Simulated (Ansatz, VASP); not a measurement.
# Two plane-wave programs on Ti2HC

Contents of INCAR:

```
PREC = Accurate ; ENCUT = 520
EDIFF = 1E-7 ; ISMEAR = 0
SIGMA = 0.1 ; LREAL = F
LASPH = T ; NELM = 100
ALGO = Normal ; ISIF = 2
LWAVE = F ; LCHARG = F
GGA = PS ; NBANDS = 22
```

The input KPOINTS:

```
regular mesh
0
Gamma
  15 15 15
```

The input POSCAR:

```
Ti2HC
1.0
    1.4723521080      0.8500628859      4.8474321972
   -1.4723521080      0.8500628859      4.8474321972
    0.0000000000     -1.7001257718      4.8474321972
Ti H C
2 1 1
Direct
    0.7462226363      0.7462226363      0.7462226363
    0.2537773637      0.2537773637      0.2537773637
    0.0000000000      0.0000000000      0.0000000000
    0.5000000000      0.5000000000      0.5000000000
```

Input for Ansatz:

```yaml
crystal:
  lattice:
    - [1.472352108, 0.8500628859, 4.8474321972]
    - [-1.472352108, 0.8500628859, 4.8474321972]
    - [0.0, -1.7001257718, 4.8474321972]
  atoms:
    - { symbol: Ti, position: [0.7462226363, 0.7462226363, 0.7462226363] }
    - { symbol: Ti, position: [0.2537773637, 0.2537773637, 0.2537773637] }
    - { symbol: H, position: [0.0, 0.0, 0.0] }
    - { symbol: C, position: [0.5, 0.5, 0.5] }
basis:
  ecutwfc: 420
kpoints:
  mp_grid: { grid: [15, 15, 15] }
hamiltonian:
  xc: pbesol
scf:
  occupations: { method: gaussian, width: 0.1 }
output:
  forces: true
  stress: true
  eigenvalues: true
```

Alike in both runs: task single point; functional PBEsol; k mesh 15 × 15 × 15; occupations gaussian, width 0.1 eV; no spin polarisation.

|  | VASP | Ansatz |
| --- | --- | --- |
| version | VASP 6.6.1 | Ansatz 0.2.0 |
| potentials or method | VASP PAW PBE potentials, release 64 (Ti_sv, H, C), cutoff 520 eV | scalar-relativistic, plane waves, PAW |
| valence electrons in the cell | 29 | 29 |

|  | VASP | Ansatz | Ansatz less VASP |
| --- | --- | --- | --- |
| gap on the k mesh at the Fermi level (eV) | none | none | - |
| pressure (GPa) | 6.3 | 6.2 | -0.06 |
| traceless stress, the component that is largest in VASP (GPa) | -11.91 | -11.92 | -0.010 |
| rms of the force components (eV/Å) | 1.151 | 1.160 | +0.0094 |

VASP's potentials were made for PBE, not for PBEsol. Atom by atom the forces differ by 0.009 eV/Å (rms over components). A gap of «none» marks a metal or a gap that the smearing closes.
